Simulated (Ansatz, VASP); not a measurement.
**HfO2: VASP beside Ansatz**

Contents of INCAR:

```
SYSTEM = HfO2
ALGO = Normal
EDIFF = 1E-7
ENCUT = 520
GGA = PS
ISIF = 2
ISMEAR = -1
LASPH = .TRUE.
LCHARG = .FALSE.
LDAU = .TRUE.
LDAUJ = 0 0
LDAUL = 2 -1
LDAUPRINT = 1
LDAUTYPE = 2
LDAUU = 2 0
LMAXMIX = 4
LREAL = .FALSE.
LWAVE = .FALSE.
NBANDS = 18
NELM = 150
PREC = Accurate
SIGMA = 0.05
```

KPOINTS

```
k-points
0
G
  9 9 9
  0 0 0
```

Contents of POSCAR:

```
HfO2
1.0
    0.0000000000      2.5575000000      2.5575000000
    2.5575000000      0.0000000000      2.5575000000
    2.5575000000      2.5575000000      0.0000000000
Hf O
1 2
Direct
    0.0000000000      0.0000000000      0.0000000000
    0.7500000000      0.7500000000      0.7500000000
    0.2500000000      0.2500000000      0.2500000000
```

Contents of input.yaml:

```yaml
crystal:
  lattice:
    - [0.0, 2.5575, 2.5575]
    - [2.5575, 0.0, 2.5575]
    - [2.5575, 2.5575, 0.0]
  atoms:
    - { symbol: Hf, position: [0.0, 0.0, 0.0] }
    - { symbol: O, position: [0.75, 0.75, 0.75] }
    - { symbol: O, position: [0.25, 0.25, 0.25] }
hamiltonian:
  xc: pbesol
  pseudopotentials: { kind: paw }
  hubbard: { sites: [{ species: Hf, l: d, u_eff: 2.0 }] }
kpoints:
  mp_grid: { grid: [9, 9, 9] }
  band_path:
    path:
      - [[0.0, 0.0, 0.0], [0.5, 0.0, 0.5], [0.5, 0.25, 0.75], [0.375, 0.375, 0.75], [0.0, 0.0, 0.0], [0.5, 0.5, 0.5], [0.625, 0.25, 0.625], [0.5, 0.25, 0.75], [0.5, 0.5, 0.5], [0.375, 0.375, 0.75]]
      - [[0.625, 0.25, 0.625], [0.5, 0.0, 0.5]]
    npoints: 14
scf:
  occupations: { method: fermi_dirac, width: 0.05 }
  n_extra_bands: 7
output:
  forces: true
  stress: true
  eigenvalues: true
  fatbands: false
```

Alike in both runs: functional PBEsol; k mesh 9 × 9 × 9; occupations fermi-dirac, width 0.05 eV; no spin polarisation; Hubbard terms Hf d U = 2.0 eV.

|  | VASP | Ansatz |
| --- | --- | --- |
| version | VASP 6.6.1 | Ansatz 0.2.0 |
| potentials or method | VASP PAW PBE potentials, release 64 (Hf_pv, O) | Ansatz PAW |
| plane-wave cutoff (eV) | 520 | 420 |
| valence electrons in the cell | 22 | 38 |
| task | single point | band structure |

Ansatz gave:

* gap on the k mesh at the Fermi level (eV): 4.03
* least direct gap on the mesh (eV): 4.14
* pressure (GPa): -7.4

Task: Estimate VASP's values.

Result: gap on the k mesh at the Fermi level (eV): 3.96; least direct gap on the mesh (eV): 4.08; pressure (GPa): -8.2.

VASP's potentials were made for PBE, not for PBEsol. The programs project onto different local orbitals, so the same U acts differently, and such runs can settle in different states. VASP's potentials hold 22 valence electrons a cell and Ansatz's 38, so a difference there can come from the potentials and not from the codes.

Neither program's run includes spin-orbit coupling. Noted on Ansatz's run: the k mesh misses the band edges, so the gap on the mesh is wider than the one along the path.
